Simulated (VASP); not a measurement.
A run of VASP 6.6.1:

File POSCAR:

```
MgO
1.0
    2.9116696164      0.0000000000      0.0000000000
   -1.4558343127      2.5215800308      0.0000000000
    0.0000000000      0.0000000000      2.6556457008
Mg O
1 1
Direct
    0.0000000000      0.0000000000      0.0000000000
    0.3333333333      0.6666666667      0.5000000000
```

File INCAR.step1:

```
SYSTEM = MgO
PREC = Accurate
ENCUT = 520
ISMEAR = 0
SIGMA = 0.01
LREAL = .FALSE.
LASPH = .TRUE.
NELM = 80
NBANDS = 11
GGA = PE
ALGO = Normal
EDIFF = 1E-4
LWAVE = .TRUE.
LCHARG = .FALSE.
```

Contents of INCAR.step2:

```
SYSTEM = MgO
PREC = Accurate
ENCUT = 520
EDIFF = 1E-6
ISMEAR = 0
SIGMA = 0.01
LREAL = .FALSE.
LASPH = .TRUE.
NELM = 80
ALGO = Normal
ISIF = 2
LWAVE = .FALSE.
LCHARG = .FALSE.
METAGGA = R2SCAN
LMIXTAU = .TRUE.
NBANDS = 11
ISTART = 1
```

File KPOINTS:

```
regular mesh
0
G
  12 12 8
  0 0 0
```

Potentials or basis: VASP PAW PBE potentials, release 64 (Mg, O).

Launch:

```bash
$ cat potpaw_PBE.64/Mg/POTCAR potpaw_PBE.64/O/POTCAR > POTCAR
$ cp INCAR.step1 INCAR
$ mpirun -np 1 vasp_std > vasp.out
$ cp INCAR.step2 INCAR
$ mpirun -np 1 vasp_std > vasp.out
```

Hardware: 1 thread of AMD EPYC 7R13 Processor (Zen 3) (shared host).

Task: Estimate the wall time of this run.

Result: Run time: 58 s on 1 thread of AMD EPYC 7R13 Processor (Zen 3), with other jobs on the host, peak memory 0.12 GiB. Counts: k points 95.
